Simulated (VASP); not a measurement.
# Li7Sb: single point with PBE

Crystal: Li7Sb.

```
Li Sb
1.0
     0.00000    4.22398    4.22398
     4.22398    0.00000    4.22398
     4.22398    4.22398    0.00000
Li Sb
7 1
Cartesian
  0.0000 2.1120 2.1120
  4.2240 2.1120 2.1120
  2.1120 0.0000 2.1120
  2.1120 4.2240 2.1120
  2.1120 2.1120 0.0000
  2.1120 2.1120 4.2240
  4.2240 4.2240 4.2240
  0.0000 0.0000 0.0000
```

The cell was built from a structure type or drawn by symmetry, and may not be a known phase.

```yaml
Program: VASP 6.6.1
Task: single point
Functional: PBE
Potentials_or_basis: VASP PAW PBE potentials, release 64 (Li_sv, Sb)
Cutoff: 520 eV
k_mesh: 8 × 8 × 8
Occupations: gaussian, width 0.1 eV
Spin: no spin polarisation
```

The band gap on the k mesh is zero (bands 13 and 14 overlap by 0.56 eV).

Levels at points of the mesh, in eV from the Fermi level:
```
           k point  band 11  band 12  band 13  band 14  band 15  band 16
(0.00, 0.00, 0.00)    -2.50    -1.92    -0.19     0.77     0.77     0.77
(0.50, 0.00, 0.00)    -2.36    -1.15     0.15     0.15     0.21     1.52
(0.50, 0.50, 0.00)    -2.66    -1.72    -0.80     1.90     1.95     1.95
```

Run time: 4.9 min on 1 thread of Intel(R) Xeon(R) Platinum 8488C (Sapphire Rapids) (shared host), peak memory 0.37 GiB.

Caveat: spin-orbit coupling is left out, which moves the levels of the heavy elements.
